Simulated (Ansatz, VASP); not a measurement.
WS2: VASP beside Ansatz

File INCAR:

```
PREC = Accurate
ENCUT = 520
EDIFF = 1E-8
ISMEAR = -1
SIGMA = 0.03
LREAL = False
LASPH = True
NELM = 100
ALGO = Normal
ISIF = 2
LWAVE = False
LCHARG = False
LEFG = True
NBANDS = 20
```

Contents of KPOINTS:

```
Automatic mesh
0
Gamma
  10 10 10
```

File POSCAR:

```
WS2
1.0
    1.5924332554      0.9193917687      6.4898005779
   -1.5924332554      0.9193917687      6.4898005779
    0.0000000000     -1.8387835373      6.4898005779
W S
1 2
Direct
    0.9993321300      0.9993321300      0.9993321300
    0.5858876800      0.5858876800      0.5858876800
    0.7460801900      0.7460801900      0.7460801900
```

Input for Ansatz:

```yaml
crystal:
  lattice:
    - [1.5924332554, 0.9193917687, 6.4898005779]
    - [-1.5924332554, 0.9193917687, 6.4898005779]
    - [0.0, -1.8387835373, 6.4898005779]
  atoms:
    - { symbol: W, position: [0.99933213, 0.99933213, 0.99933213] }
    - { symbol: S, position: [0.58588768, 0.58588768, 0.58588768] }
    - { symbol: S, position: [0.74608019, 0.74608019, 0.74608019] }
kpoints:
  mp_grid: { grid: [10, 10, 10] }
  band_path:
    path:
      - [0.0, 0.0, 0.0]
      - [-0.5, -0.5, -0.5]
      - [-0.5, -0.1800463939, -0.8199536061]
      - [-0.1800463939, 0.1800463939, -0.5]
      - [0.0, 0.0, -0.5]
      - [0.0, 0.0, 0.0]
      - [0.0, 0.340023197, -0.3400231969]
      - [-0.340023197, 0.0, -0.659976803]
      - [-0.5, 0.0, -0.5]
    npoints: 6
scf:
  occupations: { method: fermi_dirac, width: 0.03 }
hamiltonian:
  xc: lda
  pseudopotentials: { kind: paw }
output:
  forces: true
  stress: true
  eigenvalues: true
  efg: { contact_densities: true }
  populations: true
```

Change from the starting cell: volume scaled by 1, PAW files.

Alike in both runs: task electric field gradients; functional LDA; k mesh 10 × 10 × 10; occupations fermi-dirac, width 0.03 eV; no spin polarisation.

|  | VASP | Ansatz |
| --- | --- | --- |
| version | VASP 6.6.1 | Ansatz 0.2.0 |
| potentials or method | VASP PAW LDA potentials, release 64 (W_sv, S) | PAW with Ansatz's default frozen-core files, scalar-relativistic |
| plane-wave cutoff (eV) | 520 | 420 |
| valence electrons in the cell | 26 | 26 |

|  | VASP | Ansatz | Ansatz less VASP |
| --- | --- | --- | --- |
| gap on the k mesh at the Fermi level (eV) | 1.24 | 1.24 | -0.009 |
| pressure (GPa) | -5.3 | -5.7 | -0.33 |
| traceless stress, the component that is largest in VASP (GPa) | 1.32 | 1.33 | +0.003 |
| rms of the force components (eV/Å) | 0.134 | 0.155 | +0.0215 |
| size of Vzz on the site where it differs most (V/Å²) | 163.3 | 182.2 | +18.95 |

LDA's correlation is that of Perdew and Zunger in VASP and of Perdew and Wang (1992) in Ansatz. Atom by atom the forces differ by 0.022 eV/Å (rms over components).

Neither program's run includes spin-orbit coupling.
